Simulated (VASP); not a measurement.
# Zr (P6_3/mmc) in VASP: further runs, part 2 of 2

VASP 6.6.1.

## 4. Single point, BLYP

This run uses another cell than the first one, of 24.20 Å³/atom.

The input, INCAR:

```
SYSTEM = Zr
PREC = Accurate ; ENCUT = 520
EDIFF = 1E-6 ; ISMEAR = -1
SIGMA = 0.1 ; LREAL = .False.
LASPH = .True. ; NELM = 60
ALGO = Normal ; ISIF = 2
LWAVE = .False. ; LCHARG = .True.
GGA = B5 ; ALDAX = 1.0
AGGAX = 1.0 ; AGGAC = 1.0
ALDAC = 0.0 ; LELF = .True.
LVHAR = .True. ; NBANDS = 32
```

The input, KPOINTS:

```
regular mesh
0
Gamma
  15 15 4
  0 0 0
```

The input, POSCAR:

```
Zr
1.0
    3.2516942666      0.0000000000      0.0000000000
   -1.6258471333      2.8160498402      0.0000000000
    0.0000000000      0.0000000000     10.5721512747
Zr
4
Direct
    0.0000000000      1.0000000000      0.0000000000
    0.0000000000      1.0000000000      0.5000000000
    0.3333333333      0.6666666667      0.2500000000
    0.6666666667      0.3333333333      0.7500000000
```

Potentials or basis: VASP PAW PBE potentials, release 64 (Zr_sv).

Command:

```
cat potpaw_PBE.64/Zr_sv/POTCAR > POTCAR
mpirun -np 1 vasp_std > vasp.out
```

OUTCAR:

```text
SYSTEM = Zr
   PREC = Accurate
   ENCUT = 520
   EDIFF = 1E-6
   ISMEAR = -1
   LREAL = .False.
   LASPH = .True.
   NELM = 60
   ISIF = 2
   GGA = B5

 ion  position               nearest neighbor table
   1  0.000  0.000  0.000-   3 3.24   4 3.24   3 3.24   4 3.24   4 3.24   3 3.24
   2  0.000  0.000  0.500-   3 3.24   4 3.24   3 3.24   4 3.24   4 3.24   3 3.24
   3  0.333  0.667  0.250-   1 3.24   2 3.24   1 3.24   2 3.24   1 3.24   2 3.24
   4  0.667  0.333  0.750-   1 3.24   2 3.24   1 3.24   2 3.24   1 3.24   2 3.24

  LATTYP: Found a hexagonal cell.
 ALAT       =     3.2516942666
 C/A-ratio  =     3.2512746919

  Lattice vectors:

 A1 = (   3.2516942666,   0.0000000000,   0.0000000000)
 A2 = (  -1.6258471333,   2.8160498402,   0.0000000000)
 A3 = (   0.0000000000,   0.0000000000,  10.5721512747)

Analysis of symmetry for initial positions (statically):
=====================================================================
 Subroutine PRICEL returns:
 Original cell was already a primitive cell.

 Routine SETGRP: Setting up the symmetry group for a
 hexagonal supercell.

 Subroutine GETGRP returns: Found 24 space group operations
 (whereof 12 operations were pure point group operations)
 out of a pool of 24 trial point group operations.

The static configuration has the point symmetry D_3d.
 The point group associated with its full space group is D_6h.

Analysis of symmetry for dynamics (positions and initial velocities):
=====================================================================
 Subroutine PRICEL returns:
 Original cell was already a primitive cell.

 Routine SETGRP: Setting up the symmetry group for a
 hexagonal supercell.

 Subroutine GETGRP returns: Found 24 space group operations
 (whereof 12 operations were pure point group operations)
 out of a pool of 24 trial point group operations.

The dynamic configuration has the point symmetry D_3d.
[... 114 lines left out ...]
   PSTRESS=    0.0 pullay stress
   NELECT =      48.0000    total number of electrons
   NUPDOWN=      -1.0000    fix difference up-down
   EMIN   =  10.00;   EMAX   =-10.00  energy-range for DOS
   EFERMI =   0.00;   METHOD = LEGACY
   ISMEAR =    -1;   SIGMA  =   0.10  broadening in eV -4-tet -1-fermi 0-gaus
   EFERMI_NEDOS =   21; number of points for ismear=-14 and -15
   IALGO  =     38    algorithm
   IMIX   =      4    mixing-type and parameters
     AMIX     =   0.40;   BMIX     =  1.00
     AMIX_MAG =   1.60;   BMIX_MAG =  1.00
  volume/ion in A,a.u.               =      24.20       163.32
  Fermi-wavevector in a.u.,A,eV,Ry     =   1.295739  2.448591 22.843350  1.678939
  Thomas-Fermi vector in A             =   2.427239
   LORBIT       =      0    0 simple, 1 ext, 2 COOP (PROOUT), +10 PAW based schemes
   GGA     = B5    functional components
   LHFCALC =     F    Hartree Fock is set to
   AEXX    =    0.0000 exact exchange contribution
   IVDW    =     0    specifies the selected vdW correction
   LEPSILON=     F    determine dielectric tensor
   LRPA    =     F    only Hartree local field effects (RPA)
 non-spin polarized calculation
  energy-cutoff  :      520.00
  volume of cell :       96.81
 maximum number of plane-waves:      2648
   NGX = 13   NGY = 13   NGZ = 39

 number of electron      48.0000002 magnetization

 Free energy of the ion-electron system (eV)
  ---------------------------------------------------
  ext. energy  EPLUGINS =         0.00000000
  ---------------------------------------------------
  free energy    TOTEN  =       -29.24134375 eV

  energy without entropy =      -29.02026237  energy(sigma->0) =      -29.13080306

 E-fermi :   8.9920     XC(G=0): -10.3398

 val. band max:        8.9913055728   @ k =   0.3333   0.3333   0.0000
 cond. band min:       8.9935845741   @ k =   0.2667   0.2000   0.0000
 fundamental gap:      0.0022790013
 Fermi energy:         8.9920346328

 k-point     1 :       0.0000    0.0000    0.0000
  band No.  band energies     occupation
      1     -39.7546      2.00000
      2     -39.7043      2.00000
      3     -39.6812      2.00000
      4     -39.6300      2.00000
      5     -18.2783      2.00000
      6     -17.8712      2.00000
[... 829 lines left out ...]
     31      11.5387      0.00000
     32      12.7875      0.00000

 [... further k-points ...]
[... 5 lines left out ...]
  --------------------------------------------------------------------------------------
  -------------------------------------------------------------------------------------
  Total        0.1110844      0.1110844      0.0976634      0.0000000     -0.0000000      0.0000000
  in kB        1.8384432      1.8384432      1.6163270      0.0000000     -0.0000000      0.0000000
  external PRESSURE =       1.7644045 kB  Pullay stress =       0.0000000 kB

 VOLUME and BASIS-vectors are now :
 -----------------------------------------------------------------------------
  energy-cutoff  :      520.00
  volume of cell :       96.81
      direct lattice vectors                 reciprocal lattice vectors
     3.251694267  0.000000000  0.000000000     0.307531987  0.177553676  0.000000000
    -1.625847133  2.816049840  0.000000000     0.000000000  0.355107351  0.000000000
     0.000000000  0.000000000 10.572151275     0.000000000  0.000000000  0.094588128

 POSITION                                       TOTAL-FORCE (eV/Angst)
 -----------------------------------------------------------------------------------
      0.00000      0.00000      0.00000         0.000000     -0.000000      0.000000
      0.00000      0.00000      5.28608         0.000000     -0.000000      0.000000
     -0.00000      1.87737      2.64304        -0.000000      0.000000     -0.000000
      1.62585      0.93868      7.92911         0.000000     -0.000000      0.000000
 -----------------------------------------------------------------------------------
    total drift:                               -0.000000      0.000000     -0.000000

  FREE ENERGIE OF THE ION-ELECTRON SYSTEM (eV)
  ---------------------------------------------------
  free  energy   TOTEN  =       -29.2413437532 eV

  energy  without entropy=      -29.0202623703  energy(sigma->0) =      -29.13080306
```

OSZICAR:

```text
N       E                     dE             d eps       ncg     rms          rms(c)
DAV:   1     0.499202107710E+03    0.49920E+03   -0.25536E+04  5184   0.149E+03
DAV:   2     0.920156602668E+01   -0.49000E+03   -0.47583E+03  5936   0.440E+02
DAV:   3    -0.281488323501E+02   -0.37350E+02   -0.35785E+02  8808   0.850E+01
DAV:   4    -0.303647700490E+02   -0.22159E+01   -0.22038E+01  7568   0.200E+01
DAV:   5    -0.304478439623E+02   -0.83074E-01   -0.83059E-01  7608   0.345E+00    0.186E+01
DAV:   6    -0.294000045878E+02    0.10478E+01   -0.17594E+00  5576   0.823E+00    0.723E+00
DAV:   7    -0.292426621183E+02    0.15734E+00   -0.10867E+00  7160   0.581E+00    0.157E+00
DAV:   8    -0.292366345405E+02    0.60276E-02   -0.13974E-01  6912   0.227E+00    0.128E+00
DAV:   9    -0.292415018104E+02   -0.48673E-02   -0.47051E-02  6768   0.167E+00    0.106E-01
DAV:  10    -0.292413394209E+02    0.16239E-03   -0.32915E-03  7096   0.419E-01    0.428E-02
DAV:  11    -0.292413389833E+02    0.43760E-06   -0.19774E-04  6704   0.913E-02    0.253E-02
DAV:  12    -0.292413422754E+02   -0.32921E-05   -0.36467E-05  6856   0.388E-02    0.598E-03
DAV:  13    -0.292413434382E+02   -0.11627E-05   -0.19108E-06  4968   0.872E-03    0.259E-03
DAV:  14    -0.292413437532E+02   -0.31509E-06   -0.38896E-07  3904   0.439E-03
   1 F= -.29241344E+02 E0= -.29130803E+02  d E =-.221081E+00
```

It took 3 min on 1 thread of Intel Xeon Platinum 8488C (Sapphire Rapids), shared host; peak memory 0.3 GiB.

Results:

* Free energy: -29.2413 eV
* Pressure: 0.2 GPa
* Band gap on the k mesh: zero (bands 24 and 25 overlap by 1.21 eV)

Levels at points of the mesh, in eV from the Fermi level:
| k point | band 20 | band 21 | band 22 | band 23 | band 24 | band 25 | band 26 | band 27 | band 28 | band 29 |
| --- | --- | --- | --- | --- | --- | --- | --- | --- | --- | --- |
| (0.00, 0.00, 0.00) | -2.83 | 0.00 | 0.04 | 0.71 | 0.71 | 0.81 | 0.81 | 0.87 | 1.15 | 1.15 |
| (0.00, 0.00, 0.50) | -2.95 | 0.44 | 0.44 | 0.52 | 0.52 | 0.86 | 0.86 | 0.86 | 0.86 | 1.08 |

Caveat: the PAW data sets were made with another functional, which shifts forces and pressure a little.

## 5. Summary

| cell | k mesh | gap on the mesh (eV) | pressure (GPa) |
| --- | --- | --- | --- |
| a = 3.336, b = 3.336, c = 10.847 Å, angles 90.0, 90.0, 120.0°, 4 atoms | 13 × 13 × 4 | none | -5.6 |
| a = 3.377, b = 3.377, c = 10.979 Å, angles 90.0, 90.0, 120.0°, 4 atoms | 13 × 13 × 4 | none | -7.8 |
| a = 3.252, b = 3.252, c = 10.572 Å, angles 90.0, 90.0, 120.0°, 4 atoms | 15 × 15 × 4 | none | 0.2 |

Alike in all rows: task single point; level BLYP; potentials or basis VASP PAW PBE potentials, release 64 (Zr_sv); no spin polarisation; cutoff (eV) 520; smearing fermi-dirac 0.1 eV.

Caveats: the PAW data sets were made with another functional, which shifts forces and pressure a little; the cell stands under tension (at least some runs).

Absolute energies hang on the potentials; compare differences alone.

The gap in the log of VASP goes by the Fermi energy; the results here count the filled bands.